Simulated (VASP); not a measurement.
Write the native input for VASP 6.6.1 that does the following.

- Task: relaxation of cell and atoms
- Functional: r2SCAN
- Potentials or basis: VASP PAW PBE potentials, release 64 (Mg, S)
- Cutoff: 600 eV
- k mesh: 7 × 7 × 7
- Occupations: gaussian, width 0.01 eV
- Spin: no spin polarisation
- Target pressure: 10 GPa
- Dipole correction: no
- Further INCAR settings: ALGO = Normal; EDIFF = 1e-07; IBRION = 2; EDIFFG = -0.03; NSW = 50; ISIF = 3

MgS (Niningerite):

```
Mg S
1.0
     0.00000    2.60165    2.60165
     2.60165    0.00000    2.60165
     2.60165    2.60165    0.00000
Mg S
1 1
Direct
  0.00000 0.00000 0.00000
  0.50000 0.50000 0.50000
```

The input as run:

POSCAR

```
MgS
1.0
    0.0000000000      2.6016500000      2.6016500000
    2.6016500000      0.0000000000      2.6016500000
    2.6016500000      2.6016500000      0.0000000000
Mg S
1 1
Direct
    0.0000000000      0.0000000000      0.0000000000
    0.5000000000      0.5000000000      0.5000000000
```

INCAR.step1

```
SYSTEM = MgS
ALGO     = Normal         ! electronic algorithm
EDIFF    = 1E-4           ! SCF threshold, eV
ENCUT    = 600            ! plane-wave cutoff, eV
GGA      = PE             ! functional
ISMEAR   = 0              ! smearing method
LASPH    = .True.         ! aspherical terms in the spheres
LCHARG   = .False.        ! write CHGCAR
LREAL    = .False.        ! projectors in reciprocal space
LWAVE    = .True.         ! write WAVECAR
NELM     = 60             ! most SCF steps
PREC     = Accurate       ! precision mode
SIGMA    = 0.01           ! smearing width, eV
```

INCAR.step2

```
SYSTEM = MgS
ALGO     = Normal         ! electronic algorithm
EDIFF    = 1E-7           ! SCF threshold, eV
EDIFFG   = -0.03          ! ionic threshold
ENCUT    = 600            ! plane-wave cutoff, eV
IBRION   = 2              ! ionic algorithm
ISIF     = 3              ! what is computed and relaxed
ISMEAR   = 0              ! smearing method
ISTART   = 1            
LASPH    = .True.         ! aspherical terms in the spheres
LCHARG   = .False.        ! write CHGCAR
LMIXTAU  = .True.       
LREAL    = .False.        ! projectors in reciprocal space
LWAVE    = .False.        ! write WAVECAR
METAGGA  = R2SCAN         ! meta-GGA
NELM     = 60             ! most SCF steps
NSW      = 50             ! ionic steps
PREC     = Accurate       ! precision mode
PSTRESS  = 100.0        
SIGMA    = 0.01           ! smearing width, eV
```

KPOINTS

```
k-points
0
Gamma
  7 7 7
  0 0 0
```

Potentials or basis: VASP PAW PBE potentials, release 64 (Mg, S).

Command:

```console
$ cat potpaw_PBE.64/Mg/POTCAR potpaw_PBE.64/S/POTCAR > POTCAR
$ cp INCAR.step1 INCAR
$ mpirun -np 1 vasp_std > vasp.out
$ cp INCAR.step2 INCAR
$ mpirun -np 1 vasp_std > vasp.out
```

Results of the run:

- Relaxed volume: 15.84 Å³/atom
- Relaxed cell: a = 3.552 Å, b = 3.552 Å, c = 3.552 Å, α = 60.00°, β = 60.00°, γ = 60.00°
- Space group after relaxing (to 0.05 Å): Fm-3m (No. 225)
- Energy change on relaxing (the enthalpy is what falls): +47.5 meV/atom
- Ionic steps: 3
- Pressure after relaxing: 10.0 GPa
- Band gap on the k mesh: 3.88 eV, indirect (least direct gap 5.57 eV)

Caveat: the cell is relaxed towards a set pressure, so the enthalpy falls and the energy may rise; the PAW data sets were made with another functional, which shifts forces and pressure a little.

It took 65 s on 1 thread of Intel(R) Xeon(R) 6975P-C (Granite Rapids), with other jobs on the host, peak memory 0.19 GiB.
